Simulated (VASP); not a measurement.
# Au (Fm-3m) in VASP: a series of runs

Runs on Au. Level: PBE. Tasks: relaxation of cell and atoms, single point.

Everything below comes from runs of VASP 6.6.1. Logs are shortened: lines on timing, memory, paths and dates and some standing lists are left out, and cuts for length are marked.

## Step 1: The cell of the first run

Symmetry: Fm-3m, No. 225, cubic system. The conventional cell has a = 4.070 Å, b = 4.070 Å, c = 4.070 Å, α = 90.00°, β = 90.00°, γ = 90.00°. Within 3.8 Å of Au (site symmetry m-3m) lie 12 Au at 2.88 Å.

## Step 2: Relaxation of cell and atoms, PBE

INCAR

```
ALGO = Normal
EDIFF = 1E-6
EDIFFG = -0.05
ENCUT = 600
GGA = PE
IBRION = 2
ISIF = 3
ISMEAR = 0
LASPH = True
LCHARG = False
LREAL = False
LWAVE = False
NELM = 80
NSW = 100
PREC = Accurate
SIGMA = 0.1
```

KPOINTS

```
k-points
0
Gamma
  8 8 8
```

POSCAR

```
Au
1.0
    0.0000000000      2.0350000000      2.0350000000
    2.0350000000      0.0000000000      2.0350000000
    2.0350000000      2.0350000000      0.0000000000
Au
1
Direct
    0.0000000000      0.0000000000      0.0000000000
```

Potentials or basis: VASP PAW PBE potentials, release 64 (Au).

The run is started by

```bash
cat potpaw_PBE.64/Au/POTCAR > POTCAR
mpirun -np 1 vasp_std > vasp.out
```

OUTCAR:

```text
EDIFF = 1E-6
   EDIFFG = -0.05
   ENCUT = 600
   GGA = PE
   IBRION = 2
   ISIF = 3
   ISMEAR = 0
   LASPH = True
   LREAL = False
   NELM = 80
   NSW = 100
   PREC = Accurate

 ion  position               nearest neighbor table
   1  0.000  0.000  0.000-

  LATTYP: Found a face centered cubic cell.
 ALAT       =     4.0700000000

  Lattice vectors:

 A1 = (   0.0000000000,   2.0350000000,   2.0350000000)
 A2 = (   2.0350000000,   0.0000000000,   2.0350000000)
 A3 = (   2.0350000000,   2.0350000000,   0.0000000000)

Analysis of symmetry for initial positions (statically):
=====================================================================
 Subroutine PRICEL returns:
 Original cell was already a primitive cell.

 Routine SETGRP: Setting up the symmetry group for a
 face centered cubic supercell.

 Subroutine GETGRP returns: Found 48 space group operations
 (whereof 48 operations were pure point group operations)
 out of a pool of 48 trial point group operations.

The static configuration has the point symmetry O_h .

Analysis of symmetry for dynamics (positions and initial velocities):
=====================================================================
 Subroutine PRICEL returns:
 Original cell was already a primitive cell.

 Routine SETGRP: Setting up the symmetry group for a
 face centered cubic supercell.

 Subroutine GETGRP returns: Found 48 space group operations
 (whereof 48 operations were pure point group operations)
 out of a pool of 48 trial point group operations.

The dynamic configuration has the point symmetry O_h .

 Subroutine INISYM returns: Found 48 space group operations
 (whereof 48 operations are pure point group operations),
 and found     1 'primitive' translations

----------------------------------------------------------------------------------------

                                     Primitive cell

  volume of cell :      16.8548

  direct lattice vectors                    reciprocal lattice vectors
     0.000000000  2.035000000  2.035000000    -0.245700246  0.245700246  0.245700246
     2.035000000  0.000000000  2.035000000     0.245700246 -0.245700246  0.245700246
     2.035000000  2.035000000  0.000000000     0.245700246  0.245700246 -0.245700246

  length of vectors
     2.877924599  2.877924599  2.877924599     0.425565309  0.425565309  0.425565309

  position of ions in fractional coordinates (direct lattice)
     0.000000000  0.000000000  0.000000000

  ion indices of the primitive-cell ions
   primitive index   ion index
                 1           1

----------------------------------------------------------------------------------------

 KPOINTS: k-points

Automatic generation of k-mesh.
 Grid dimensions read from file:
 generate k-points for:    8    8    8

 Generating k-lattice:

  Cartesian coordinates                     Fractional coordinates (reciprocal lattice)
    -0.030712531  0.030712531  0.030712531     0.125000000  0.000000000  0.000000000
     0.030712531 -0.030712531  0.030712531     0.000000000  0.125000000  0.000000000
     0.030712531  0.030712531 -0.030712531     0.000000000  0.000000000  0.125000000

  Length of vectors
     0.053195664  0.053195664  0.053195664

  Shift w.r.t. Gamma in fractional coordinates (k-lattice)
     0.000000000  0.000000000  0.000000000

 Subroutine IBZKPT returns following result:
 ===========================================

 Found     29 irreducible k-points:

 Following reciprocal coordinates:
            Coordinates               Weight
  0.000000  0.000000  0.000000      1.000000
  0.125000  0.000000  0.000000      8.000000
  0.250000  0.000000  0.000000      8.000000
  0.375000  0.000000  0.000000      8.000000
  0.500000  0.000000  0.000000      4.000000
  0.125000  0.125000  0.000000      6.000000
[... 16 lines left out ...]
  0.500000  0.250000  0.125000     48.000000
 -0.375000  0.250000  0.125000     24.000000
 [... further k-points ...]
   k-points           NKPTS =     29   k-points in BZ     NKDIM =     29   number of bands    NBANDS=      9
   number of dos      NEDOS =    301   number of ions     NIONS =      1
   total plane-waves  NPLWV =  13824
   dimension x,y,z NGX =    24 NGY =   24 NGZ =   24
   dimension x,y,z NGXF=    48 NGYF=   48 NGZF=   48
   ions per type =               1
   NGX,Y,Z   is equivalent  to a cutoff of  13.86, 13.86, 13.86 a.u.
   NGXF,Y,Z  is equivalent  to a cutoff of  27.73, 27.73, 27.73 a.u.
 SYSTEM =  unknown system
   PREC   = accura    normal or accurate (medium, high low for compatibility)
   ISTART =      0    job   : 0-new  1-cont  2-samecut
   ICHARG =      2    charge: 1-file 2-atom 10-const
   ISPIN  =      1    spin polarized calculation?
   LNONCOLLINEAR =      F non collinear calculations
   LSORBIT =      F    spin-orbit coupling
   LASPH  =      T    aspherical Exc in radial PAW
   ENCUT  =  600.0 eV  44.10 Ry    6.64 a.u.   5.75  5.75  5.75*2*pi/ulx,y,z
   NELM   =     80;   NELMIN=  2; NELMDL= -5     # of ELM steps
   EDIFF  = 0.1E-05   stopping-criterion for ELM
   LREAL  =      F    real-space projection
   EDIFFG = -.5E-01   stopping-criterion for IOM
   NSW    =    100    number of steps for IOM
   IBRION =      2    ionic relax: 0-MD 1-quasi-New 2-CG
   NFREE  =      1    steps in history (QN), initial steepest desc. (CG)
   ISIF   =      3    stress and relaxation
   ISYM   =      2    0-nonsym 1-usesym 2-fastsym
   POTIM  = 0.5000    time-step for ionic-motion
   TEBEG  =    0.0;   TEEND  =   0.0 temperature during run
   PSTRESS=    0.0 pullay stress
   NELECT =      11.0000    total number of electrons
   NUPDOWN=      -1.0000    fix difference up-down
   EMIN   =  10.00;   EMAX   =-10.00  energy-range for DOS
   EFERMI =   0.00;   METHOD = LEGACY
   ISMEAR =     0;   SIGMA  =   0.10  broadening in eV -4-tet -1-fermi 0-gaus
   EFERMI_NEDOS =   21; number of points for ismear=-14 and -15
   IALGO  =     38    algorithm
   IMIX   =      4    mixing-type and parameters
     AMIX     =   0.40;   BMIX     =  1.00
     AMIX_MAG =   1.60;   BMIX_MAG =  1.00
  volume/ion in A,a.u.               =      16.85       113.74
  Fermi-wavevector in a.u.,A,eV,Ry     =   1.420032  2.683470 27.436005  2.016489
  Thomas-Fermi vector in A             =   2.540990
   LORBIT       =      0    0 simple, 1 ext, 2 COOP (PROOUT), +10 PAW based schemes
   GGA     = PE    functional components
   LHFCALC =     F    Hartree Fock is set to
   AEXX    =    0.0000 exact exchange contribution
   IVDW    =     0    specifies the selected vdW correction
   LEPSILON=     F    determine dielectric tensor
   LRPA    =     F    only Hartree local field effects (RPA)
 conjugate gradient relaxation of ions
 non-spin polarized calculation
 Gauss-broadening in eV      SIGMA  =   0.10
  energy-cutoff  :      600.00
  volume of cell :       16.85
 maximum number of plane-waves:       588
   NGX = 11   NGY = 11   NGZ = 11

--------------------------------------- Ionic step        1  -------------------------------------------

 number of electron      10.9999999 magnetization

 Free energy of the ion-electron system (eV)
  ---------------------------------------------------
  ext. energy  EPLUGINS =         0.00000000
  ---------------------------------------------------
  free energy    TOTEN  =        -3.14800135 eV

  energy without entropy =       -3.14487479  energy(sigma->0) =       -3.14643807

------------------------ aborting loop because EDIFF is reached ----------------------------------------

  FORCE on cell =-STRESS in cart. coord.  units (eV):
  Direction    XX          YY          ZZ          XY          YZ          ZX
  --------------------------------------------------------------------------------------
  -------------------------------------------------------------------------------------
  Total        1.2204036      1.2204036      1.2204036      0.0000000      0.0000000     -0.0000000
  in kB      116.0087665    116.0087665    116.0087665      0.0000000      0.0000000     -0.0000000
  external PRESSURE =     116.0087665 kB  Pullay stress =       0.0000000 kB
[... 55 lines left out ...]
  energy  without entropy=       -3.1106834762  energy(sigma->0) =       -3.11226570

--------------------------------------- Ionic step        3  -------------------------------------------

 number of electron      11.0000001 magnetization

 Free energy of the ion-electron system (eV)
  ---------------------------------------------------
  ext. energy  EPLUGINS =         0.00000000
  ---------------------------------------------------
  free energy    TOTEN  =        -3.18764605 eV

  energy without entropy =       -3.18455359  energy(sigma->0) =       -3.18609982

 E-fermi :   8.4259     XC(G=0): -12.3662

 val. band max:        8.3515944563   @ k =   0.5000   0.2500   0.1250
 cond. band min:       8.6298704573   @ k =   0.5000   0.3750   0.1250
 fundamental gap:      0.2782760010
 Fermi energy:         8.4258901861

 k-point     1 :       0.0000    0.0000    0.0000
  band No.  band energies     occupation
      1      -0.7236      2.00000
      2       4.1430      2.00000
      3       4.1430      2.00000
      4       4.1430      2.00000
      5       5.5089      2.00000
      6       5.5089      2.00000
      7      23.1128      0.00000
      8      26.7745      0.00000
      9      26.7745      0.00000
[... 265 lines left out ...]
 k-point    24 :      -0.3750    0.2500    0.1250
  band No.  band energies     occupation
      1       2.6826      2.00000
      2       3.5519      2.00000
      3       4.5723      2.00000
      4       4.9044      2.00000
      5       6.4697      2.00000
      6      11.1334      0.00000
      7      11.3405      0.00000
      8      20.2535      0.00000
      9      21.3104      0.00000

 [... further k-points ...]

------------------------ aborting loop because EDIFF is reached ----------------------------------------

  FORCE on cell =-STRESS in cart. coord.  units (eV):
  Direction    XX          YY          ZZ          XY          YZ          ZX
  --------------------------------------------------------------------------------------
  -------------------------------------------------------------------------------------
  Total       -0.0256668     -0.0256668     -0.0256668     -0.0000000     -0.0000000      0.0000000
  in kB       -2.2755650     -2.2755650     -2.2755650     -0.0000000     -0.0000000      0.0000000
  external PRESSURE =      -2.2755650 kB  Pullay stress =       0.0000000 kB
[... 16 lines left out ...]
  FREE ENERGIE OF THE ION-ELECTRON SYSTEM (eV)
  ---------------------------------------------------
  free  energy   TOTEN  =        -3.1876460475 eV

  energy  without entropy=       -3.1845535892  energy(sigma->0) =       -3.18609982

 reached required accuracy - stopping structural energy minimisation
```

Run time: 15 s. Hardware: 1 thread of Intel Xeon 8259CL, shared host; peak memory 0.15 GiB.

Results:

```
Free energy                           : -3.1876 eV
Relaxed volume                        : 18.07 Å³/atom
Relaxed cell                          : a = 2.946 Å, b = 2.946 Å, c = 2.946 Å, α = 60.00°, β = 60.00°, γ = 60.00°
Space group after relaxing (to 0.1 Å) : Fm-3m (No. 225)
Energy gained by relaxing             : 39.6 meV/atom
Ionic steps                           : 3
Pressure after relaxing               : -0.2 GPa
Band gap on the k mesh                : zero (an odd number of electrons rules out a gap without spin polarisation)
```

The path:
```tsv
step	energy change (eV)	largest force (eV/Å)	pressure (GPa)	volume (Å³)
1	0.0000	0.0000	11.60	16.85
2	0.0342	0.0000	-10.58	20.01
3	-0.0396	0.0000	-0.23	18.07
```

Final structure:
```xyz
1
Lattice="0.0000 2.0828 2.0828 2.0828 0.0000 2.0828 2.0828 2.0828 0.0000" Properties=species:S:1:pos:R:3 pbc="T T T"
Au    0.0000    0.0000    0.0000
```

Caveat: spin-orbit coupling is left out, which moves the levels of the heavy elements. PBE usually gives volumes a little too large and moduli too small.

[end of part 1 of 2]

The gap in the log of VASP goes by the Fermi energy; the results here count the filled bands.